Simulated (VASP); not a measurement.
# Mg32O31 (a cell with a defect) in VASP: single point with PBEsol

Aim: the single point of Mg32O31 (a cell with a defect) with PBEsol.

All numbers are computed with VASP 6.6.1; they aren't measurements. Logs are shortened: lines on timing, memory, paths and dates and some standing lists are left out, and cuts for length are marked.

## (1) The cell of the first run

The cell holds a defect, 63 atoms: a = 8.794 Å, b = 8.794 Å, c = 8.794 Å, α = 90.00°, β = 90.00°, γ = 90.00°.

## (2) Single point, PBEsol

INCAR reads:

```
SYSTEM = Mg32O31
PREC     = Accurate       ! precision mode
ENCUT    = 520            ! plane-wave cutoff, eV
EDIFF    = 1E-6           ! SCF threshold, eV
ISMEAR   = 0              ! smearing method
SIGMA    = 0.02           ! smearing width, eV
LREAL    = Auto         
LASPH    = .TRUE.         ! aspherical terms in the spheres
NELM     = 80             ! most SCF steps
ALGO     = Normal         ! electronic algorithm
ISIF     = 2              ! what is computed and relaxed
LWAVE    = .FALSE.        ! write WAVECAR
LCHARG   = .FALSE.        ! write CHGCAR
GGA      = PS             ! functional
NBANDS   = 162            ! bands
```

KPOINTS reads:

```
regular mesh
0
G
  1 1 1
  0 0 0
```

POSCAR reads:

```
Mg32O31
1.0
    8.7942000000      0.0000000000      0.0000000000
    0.0000000000      8.7942000000      0.0000000000
    0.0000000000      0.0000000000      8.7942000000
Mg O
32 31
Direct
    0.5008606809     -0.0009367538     -0.0057025085
    0.7507636852      0.2489561302     -0.0057034182
    0.7557037593     -0.0059120784      0.2500310432
    0.0019667508      0.0012183030     -0.0009728003
    0.2574165928      0.2566891815     -0.0050875577
    0.4931313820      0.4923957836     -0.0050888085
    0.7485969161      0.7478360738     -0.0009709809
    0.2477043961     -0.0146179300      0.2500292238
    0.5242644015      0.2255671920      0.2500059130
    0.7644403129      0.5020972914      0.2500379796
    0.5008593164     -0.0009348207      0.5057732369
    0.7507481067      0.2489452139      0.5057684610
    0.7522813900     -0.0024766323      0.7500415046
   -0.0001729549      0.5001095040     -0.0056844284
    0.2496933206      0.7499841941     -0.0056932979
   -0.0138639103      0.2469418480      0.2500444611
    0.2263210980      0.5235096996      0.2501225808
    0.5028399400      0.7636831093      0.2500330900
    0.0019597007      0.0012106843      0.5010552410
    0.2574128403      0.2566366469      0.5051903527
    0.4931557163      0.4923970344      0.5051821655
    0.7485852039      0.7478477860      0.5010486457
    0.2500961998      0.0007844943      0.7500589025
    0.5042747493      0.2455478611      0.7500387756
    0.7490347047      0.4997137886      0.7500400264
   -0.0051552159      0.7549603148      0.2500412772
   -0.0001971754      0.5001116645      0.5057744877
    0.2497005981      0.7500219463      0.5057883605
    0.0015300994      0.2493504810      0.7500383207
    0.2462827773      0.5035187965      0.7500272907
    0.5004591663      0.7482759091      0.7500482136
   -0.0017275022      0.7515358987      0.7500446885
    0.7522595574      0.2482704510      0.2500390030
   -0.0016809943      0.5008130359      0.2500387756
    0.0030410953      0.2508726206      0.4961299493
    0.3753014487      0.3745457233      0.2499717996
    0.7494320120      0.7486752632      0.2500343408
    0.0011364308      0.0003761570      0.2500320666
    0.5067169271      0.2430945396      0.5113108640
    0.7475362171      0.4981815287      0.4961331332
   -0.0009425530      0.7507706215      0.4995177503
    0.7552432285      0.2489252007      0.7500319529
   -0.0046648928      0.5001306543      0.7500261536
    0.0030358645      0.2508766005      0.0039380501
    0.2490375475      0.7515036046      0.2500300198
    0.5015691024     -0.0024380842      0.2500276318
    0.2438460576      0.5059705260      0.5112865298
    0.4989386186      0.7467767392      0.4961348389
    0.7515214573     -0.0017070342      0.4995222988
    0.2501206477      0.2493626481      0.7500338860
    0.5004524573      0.4996894544      0.7500327489
    0.7492878261      0.7485223215      0.7500349094
    0.0012900548      0.0005295536      0.7500347957
    0.5067363717      0.2430832822     -0.0112425235
    0.7475412203      0.4981792545      0.0039371404
   -0.0009440313      0.7507628892      0.0005459280
    0.2516401719      0.0022821860      0.4961329058
    0.2496841100      0.7544823861      0.7500317255
    0.5008972959     -0.0054267585      0.7500379796
    0.2438417366      0.5059641582     -0.0112698142
    0.4989380501      0.7467658229      0.0039332742
    0.7515266880     -0.0017101044      0.0005480885
    0.2516363057      0.0022794569      0.0039330468
```

Potentials or basis: VASP PAW PBE potentials, release 64 (Mg, O).

Run with:

```
$ cat potpaw_PBE.64/Mg/POTCAR potpaw_PBE.64/O/POTCAR > POTCAR
$ mpirun -np 1 vasp_gam > vasp.out
```

OUTCAR:

```text
SYSTEM = Mg32O31
   PREC = Accurate
   ENCUT = 520
   EDIFF = 1E-6
   ISMEAR = 0
   LREAL = Auto
   LASPH = .TRUE.
   NELM = 80
   ISIF = 2
   GGA = PS

 ion  position               nearest neighbor table
   1  0.501  0.999  0.994-  54 2.15  59 2.15  63 2.19  62 2.21  61 2.22  46 2.25   9 3.01  24 3.05
                            18 3.06  23 3.08  31 3.08  13 3.08   7 3.10   2 3.11  15 3.11   5 3.12
   2  0.751  0.249  0.994-  54 2.15  42 2.15  55 2.19  62 2.21  44 2.22  33 2.25   9 3.01  24 3.05
                            16 3.06  25 3.08  29 3.08  13 3.08   4 3.10   1 3.11  14 3.11   6 3.12
   3  0.756  0.994  0.250-  37 2.16  38 2.16  62 2.19  49 2.19  46 2.24  33 2.24   9 2.88  26 2.97
                            18 3.01  16 3.01   7 3.09  22 3.09   4 3.09  19 3.09   1 3.18  11 3.18
   4  0.002  0.001  0.999-  53 2.19  44 2.20  63 2.20  62 2.20  56 2.20  38 2.21  23 3.09  29 3.09
                             8 3.09  16 3.09   3 3.09  26 3.09  32 3.10  13 3.10   2 3.10  15 3.10
   5  0.257  0.257  0.995-  50 2.16  60 2.20  54 2.20  44 2.24  63 2.24  36 2.68   6 2.93  30 3.06
                            24 3.06  23 3.12  29 3.12  14 3.12   1 3.12   4 3.18   9 3.26  17 3.26
   6  0.493  0.492  0.995-  51 2.16  60 2.20  54 2.20  61 2.24  55 2.24  36 2.68   5 2.93  24 3.06
                            30 3.06  31 3.12  25 3.12  15 3.12   2 3.12   7 3.18   9 3.26  17 3.26
   7  0.749  0.748  0.999-  52 2.19  55 2.20  61 2.20  62 2.20  56 2.20  37 2.21  25 3.09  31 3.09
                            10 3.09  18 3.09   3 3.09  26 3.09  32 3.10  13 3.10  14 3.10   1 3.10
   8  0.248  0.985  0.250-  45 2.06  63 2.17  57 2.17  38 2.17  46 2.24  18 2.97  26 3.01  15 3.06
                            28 3.06   4 3.09  19 3.09   1 3.17  11 3.17   9 3.22  16 3.25  20 3.28
   9  0.524  0.226  0.250-  36 1.85  33 2.01  46 2.02  54 2.31  39 2.31   3 2.88   2 3.01   1 3.01
[... 76 lines left out ...]
  62  0.752  0.998  0.001-   3 2.19   4 2.20   7 2.20  13 2.20   1 2.21   2 2.21
  63  0.252  0.002  0.004-   8 2.17   1 2.19   4 2.20  15 2.22  23 2.23   5 2.24

  LATTYP: Found a simple cubic cell.
 ALAT       =     8.7942000000

  Lattice vectors:

 A1 = (   8.7942000000,   0.0000000000,   0.0000000000)
 A2 = (   0.0000000000,   8.7942000000,   0.0000000000)
 A3 = (   0.0000000000,   0.0000000000,   8.7942000000)

Analysis of symmetry for initial positions (statically):
=====================================================================
 Subroutine PRICEL returns:
 Original cell was already a primitive cell.

 Routine SETGRP: Setting up the symmetry group for a
 simple cubic supercell.

 Subroutine GETGRP returns: Found  1 space group operations
 (whereof  1 operations were pure point group operations)
 out of a pool of 48 trial point group operations.

[... 222 lines left out ...]
   PSTRESS=    0.0 pullay stress
   NELECT =     250.0000    total number of electrons
   NUPDOWN=      -1.0000    fix difference up-down
   EMIN   =  10.00;   EMAX   =-10.00  energy-range for DOS
   EFERMI =   0.00;   METHOD = LEGACY
   ISMEAR =     0;   SIGMA  =   0.02  broadening in eV -4-tet -1-fermi 0-gaus
   EFERMI_NEDOS =   21; number of points for ismear=-14 and -15
   IALGO  =     38    algorithm
   IMIX   =      4    mixing-type and parameters
     AMIX     =   0.40;   BMIX     =  1.00
     AMIX_MAG =   1.60;   BMIX_MAG =  1.00
  volume/ion in A,a.u.               =      10.80        72.85
  Fermi-wavevector in a.u.,A,eV,Ry     =   1.172713  2.216107 18.711499  1.375256
  Thomas-Fermi vector in A             =   2.309138
   LORBIT       =      0    0 simple, 1 ext, 2 COOP (PROOUT), +10 PAW based schemes
   GGA     = PS    functional components
   LHFCALC =     F    Hartree Fock is set to
   AEXX    =    0.0000 exact exchange contribution
   IVDW    =     0    specifies the selected vdW correction
   LEPSILON=     F    determine dielectric tensor
   LRPA    =     F    only Hartree local field effects (RPA)
 non-spin polarized calculation
 Gauss-broadening in eV      SIGMA  =   0.02
  energy-cutoff  :      520.00
  volume of cell :      680.13
 maximum number of plane-waves:      9163
 NGX is ok and might be reduce to    70
   NGX = 33   NGY = 33   NGZ = 33

 number of electron     250.0000016 magnetization

 Free energy of the ion-electron system (eV)
  ---------------------------------------------------
  ext. energy  EPLUGINS =         0.00000000
  ---------------------------------------------------
  free energy    TOTEN  =      -381.79169243 eV

  energy without entropy =     -381.79169243  energy(sigma->0) =     -381.79169243

 E-fermi :   4.8211     XC(G=0): -10.6336

 val. band max:        4.6755070828   @ k =   0.0000   0.0000   0.0000
 cond. band min:       6.5824873967   @ k =   0.0000   0.0000   0.0000
 fundamental gap:      1.9069803139
 Fermi energy:         4.8211008685

 k-point     1 :       0.0000    0.0000    0.0000
  band No.  band energies     occupation
      1     -14.5385      2.00000
      2     -14.0783      2.00000
      3     -14.0638      2.00000
      4     -14.0522      2.00000
      5     -13.9099      2.00000
      6     -13.8958      2.00000
[... 129 lines left out ...]
    136       9.1498      0.00000
    137       9.4570      0.00000
 [bands above 137 left out]

------------------------ aborting loop because EDIFF is reached ----------------------------------------

  FORCE on cell =-STRESS in cart. coord.  units (eV):
  Direction    XX          YY          ZZ          XY          YZ          ZX
  --------------------------------------------------------------------------------------
  -------------------------------------------------------------------------------------
  Total      -49.6655714    -49.6616202    -51.9379686     -4.9251934      0.0005348     -0.0042103
  in kB     -116.9976137   -116.9883059   -122.3507195    -11.6023203      0.0012598     -0.0099182
  external PRESSURE =    -118.7788797 kB  Pullay stress =       0.0000000 kB

 VOLUME and BASIS-vectors are now :
 -----------------------------------------------------------------------------
  energy-cutoff  :      520.00
  volume of cell :      680.13
      direct lattice vectors                 reciprocal lattice vectors
     8.794200000  0.000000000  0.000000000     0.113711310  0.000000000  0.000000000
     0.000000000  8.794200000  0.000000000     0.000000000  0.113711310  0.000000000
     0.000000000  0.000000000  8.794200000     0.000000000  0.000000000  0.113711310

 POSITION                                       TOTAL-FORCE (eV/Angst)
 -----------------------------------------------------------------------------------
      4.40467      8.78596      8.74405         0.004386     -0.008708     -0.010268
      6.60237      2.18937      8.74404         0.007284     -0.004009     -0.009134
      6.64581      8.74221      2.19882         0.003905     -0.002957      0.000005
      0.01730      0.01071      8.78564        -0.002066     -0.002593      0.002487
      2.26377      2.25738      8.74946        -0.000615     -0.001176     -0.002907
      4.33670      4.33023      8.74945         0.000346     -0.000200     -0.003241
[... 55 lines left out ...]
      6.60908      8.77916      0.00482        -0.000220      0.002910     -0.002420
      2.21294      0.02005      0.03459         0.000914     -0.002921      0.004111
 -----------------------------------------------------------------------------------
    total drift:                                0.024195      0.000070     -0.002402

  FREE ENERGIE OF THE ION-ELECTRON SYSTEM (eV)
  ---------------------------------------------------
  free  energy   TOTEN  =      -381.7916924276 eV

  energy  without entropy=     -381.7916924276  energy(sigma->0) =     -381.79169243
```

Run time: 2.5 min. Hardware: 1 thread of Intel Xeon 6975P-C (Granite Rapids), shared host; peak memory 0.7 GiB.

What came out:

```
Free energy            : -381.7917 eV
Pressure               : -11.9 GPa
Largest force          : 0.017 eV/Å
Band gap on the k mesh : 1.91 eV
```

Forces in eV/Å, atoms in the order of the input:
```
Mg   0.004 -0.009 -0.010
Mg   0.007 -0.004 -0.009
Mg   0.004 -0.003  0.000
Mg  -0.002 -0.003  0.002
Mg  -0.001 -0.001 -0.003
Mg   0.000  0.000 -0.003
Mg   0.003  0.003  0.002
Mg   0.005 -0.007  0.000
Mg  -0.006  0.005  0.001
Mg   0.008 -0.005  0.000
Mg   0.004 -0.009  0.010
Mg   0.008 -0.004  0.009
Mg  -0.007  0.007  0.000
Mg  -0.007  0.004 -0.010
Mg  -0.004  0.007 -0.010
Mg  -0.006  0.006  0.000
Mg   0.004 -0.005 -0.001
Mg  -0.004  0.007  0.000
Mg  -0.002 -0.002 -0.003
Mg  -0.001 -0.001  0.003
Mg   0.001  0.000  0.004
Mg   0.004  0.003 -0.003
Mg   0.005  0.007  0.000
Mg  -0.012  0.012  0.000
Mg  -0.009 -0.006  0.000
Mg  -0.004  0.004  0.000
Mg  -0.008  0.004  0.009
Mg  -0.004  0.007  0.010
Mg   0.008  0.004  0.000
Mg   0.012 -0.012  0.000
Mg  -0.004 -0.008  0.000
Mg   0.006 -0.007  0.000
O    0.000 -0.004  0.001
O   -0.004  0.004  0.001
O   -0.002  0.002 -0.006
O    0.003  0.002 -0.001
O    0.008  0.011  0.000
O   -0.005 -0.007  0.000
O   -0.005  0.004 -0.009
O   -0.001 -0.002 -0.004
O    0.003 -0.001  0.002
O   -0.004  0.001  0.000
O    0.001  0.000  0.000
O   -0.002  0.003  0.006
O   -0.004  0.000  0.000
O    0.003 -0.003  0.000
O    0.004 -0.005 -0.007
O    0.000  0.001 -0.002
O    0.000  0.003  0.002
O    0.003 -0.001  0.000
O   -0.005 -0.002  0.000
O    0.000  0.003  0.000
O    0.003  0.002  0.000
O   -0.005  0.005  0.009
O   -0.001 -0.002  0.003
O    0.003 -0.001 -0.002
O    0.001 -0.003 -0.004
O    0.001 -0.005  0.000
O   -0.002  0.002  0.000
O    0.004 -0.005  0.007
O    0.000  0.001  0.003
O    0.000  0.003 -0.002
O    0.001 -0.003  0.004
```

Levels at points of the mesh, in eV from the valence-band top:
```
           k point  band 123  band 124  band 125  band 126  band 127  band 128
(0.00, 0.00, 0.00)     -2.61     -2.09      0.00      1.91      2.29      3.44
```

Caveat: the k points lie up to 0.71 Å⁻¹ apart; the PAW data sets were made with another functional, which shifts forces and pressure a little.
